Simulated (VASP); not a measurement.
A run of VASP 6.6.1:

POSCAR

```
Al2Au
1.0
    0.0000000000      3.0000000000      3.0000000000
    3.0000000000      0.0000000000      3.0000000000
    3.0000000000      3.0000000000      0.0000000000
Al Au
2 1
Direct
    0.2500000000      0.2500000000      0.2500000000
    0.7500000000      0.7500000000      0.7500000000
    0.0000000000      0.0000000000      0.0000000000
```

Contents of INCAR.step1:

```
  PREC = Accurate
  ENCUT = 440
  ISMEAR = -1
  SIGMA = 0.05
  LREAL = F
  LASPH = T
  NELM = 120
  NBANDS = 16
  GGA = PE
  ALGO = Normal
  EDIFF = 1E-5
  LWAVE = T
  LCHARG = F
  GGA_COMPAT = F
```

INCAR.step2

```
  PREC = Accurate
  ENCUT = 440
  EDIFF = 1E-8
  ISMEAR = -1
  SIGMA = 0.05
  LREAL = F
  LASPH = T
  NELM = 120
  ALGO = Normal
  ISIF = 2
  LWAVE = F
  LCHARG = F
  METAGGA = R2SCAN
  LMIXTAU = T
  LEFG = T
  NBANDS = 16
  ISTART = 1
  GGA_COMPAT = F
```

Contents of KPOINTS:

```
Automatic mesh
0
Gamma
  10 10 10
```

Potentials or basis: VASP PAW PBE potentials, release 64 (Al, Au).

The run is started by

```console
$ cat potpaw_PBE.64/Al/POTCAR potpaw_PBE.64/Au/POTCAR > POTCAR
$ cp INCAR.step1 INCAR
$ mpirun -np 1 vasp_std > vasp.out
$ cp INCAR.step2 INCAR
$ mpirun -np 1 vasp_std > vasp.out
```

Hardware: 1 thread of Intel Xeon 8259CL, with other jobs on the host.

Problem. How long does it take, and how much memory?

Solution. Wall time 5.2 min on 1 thread of Intel Xeon 8259CL, on a shared host, peak memory 0.18 GiB. Counts: k points 47.
